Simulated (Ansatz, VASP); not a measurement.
## F in VASP and in Ansatz

```xyz
2
Lattice="9.0000 0.0000 0.0000 0.0000 9.5000 0.0000 0.0000 0.0000 10.0000" Properties=species:S:1:pos:R:3 pbc="T T T"
F     4.5000    4.7500    4.3022
F     4.5000    4.7500    5.6978
```

Alike in both runs: functional r2SCAN; k mesh 1 × 1 × 1; occupations fermi-dirac, width 0.05 eV; no spin polarisation.

Ansatz relaxed the structure, and its values are those at the end. VASP's run is a single point on that final structure, the one shown.

|  | VASP | Ansatz |
| --- | --- | --- |
| version | VASP 6.6.1 | Ansatz 0.2.0 |
| potentials or method | VASP PAW PBE potentials, release 64 (F_h), cutoff 1110 eV | plane waves, PAW |
| valence electrons in the cell | 14 | 14 |

VASP gave:

| Property | Result |
| --- | --- |
| rms of the force components (eV/Å) | 0.073 |

Estimate Ansatz's values.

rms of the force components (eV/Å): 0.008.

VASP's potentials were made for PBE, not for r2SCAN. The functional is the same, so the differences come from potentials, cutoffs and numerics. Ansatz's warnings: stress scf threshold loose.
